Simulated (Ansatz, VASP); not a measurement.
**One calculation of Sc4SiN, two programs**

INCAR

```
PREC     = Accurate       # precision mode
ENCUT    = 520            # plane-wave cutoff, eV
EDIFF    = 1E-6           # SCF threshold, eV
ISMEAR   = 0              # smearing method
SIGMA    = 0.1            # smearing width, eV
LREAL    = F              # projectors in reciprocal space
LASPH    = T              # aspherical terms in the spheres
NELM     = 150            # most SCF steps
ALGO     = Normal         # electronic algorithm
ISIF     = 2              # what is computed and relaxed
LWAVE    = F              # write WAVECAR
LCHARG   = T              # write CHGCAR
ISPIN    = 2              # spin polarisation
MAGMOM   = 0 0 0 0 0 1    # initial moments
LORBIT   = 11             # projections on sites
LMAXMIX  = 4              # l up to which the mixer works
GGA      = PE             # functional
LELF     = T              # ELF
LVHAR    = T            
NBANDS   = 40             # bands
```

KPOINTS

```
regular mesh
0
Gamma
  6 6 2
```

File POSCAR:

```
Sc4SiN
1.0
    2.9462653810      0.0000000000      0.0000000000
    0.0000000000      2.9462653810      0.0000000000
    0.0000000000      0.0000000000     11.8419523912
Sc Si N
4 1 1
Direct
    0.5000000000      0.5000000000      0.1085684304
    0.0000000000      0.0000000000      0.6574265958
    0.0000000000      0.0000000000      0.3425734042
    0.5000000000      0.5000000000      0.8914315696
    0.5000000000      0.5000000000      0.5000000000
    0.0000000000      0.0000000000      0.0000000000
```

Input for Ansatz:

```yaml
crystal:
  lattice:
    - [2.9462655661, 0.0, 0.0]
    - [0.0, 2.9462655661, 0.0]
    - [0.0, 0.0, 11.8419518435]
  atoms:
    - { symbol: Sc, position: [0.5, 0.5, 0.1085684466] }
    - { symbol: Sc, position: [0.0, 0.0, 0.6574266197] }
    - { symbol: Sc, position: [0.0, 0.0, 0.3425733803] }
    - { symbol: Sc, position: [0.5, 0.5, 0.8914315534] }
    - { symbol: Si, position: [0.5, 0.5, 0.5] }
    - { symbol: "N", position: [0.0, 0.0, 0.0], spin: 1.0 }
basis:
  ecutwfc: 420
kpoints:
  mp_grid: { grid: [6, 6, 2] }
hamiltonian:
  xc: pbe
scf:
  occupations: { method: gaussian, width: 0.1 }
  lower_state_search: "off"
output:
  forces: true
  stress: true
  eigenvalues: true
  populations: true
magnetization:
  spin_polarized: true
```

Change from the starting cell: species swapped into the Hf4AgPd type (P4/mmm, No. 123).

Alike in both runs: task single point; functional PBE; k mesh 6 × 6 × 2; occupations gaussian, width 0.1 eV; collinear spin.

```csv
,VASP,Ansatz
version,VASP 6.6.1,Ansatz 0.2.0
potentials or method,"VASP PAW PBE potentials, release 64 (Sc_sv, Si, N), cutoff 520 eV","scalar-relativistic, plane waves, PAW"
valence electrons in the cell,53,53
```

```csv
,VASP,Ansatz,Ansatz less VASP
gap on the k mesh at the Fermi level (eV),none,none,-
pressure (GPa),0.3,0.0,-0.26
"traceless stress, the component that is largest in VASP (GPa)",0.22,0.17,-0.042
rms of the force components (eV/Å),0.017,0.002,-0.0149
net moment per atom (μB),0.00,0.00,-0.001
```

Atom by atom the forces differ by 0.019 eV/Å (rms over components). A gap of «none» marks a metal or a gap that the smearing closes. The functional is the same, so the differences come from potentials, cutoffs and numerics. Ansatz's warnings: seeded moment not kept.
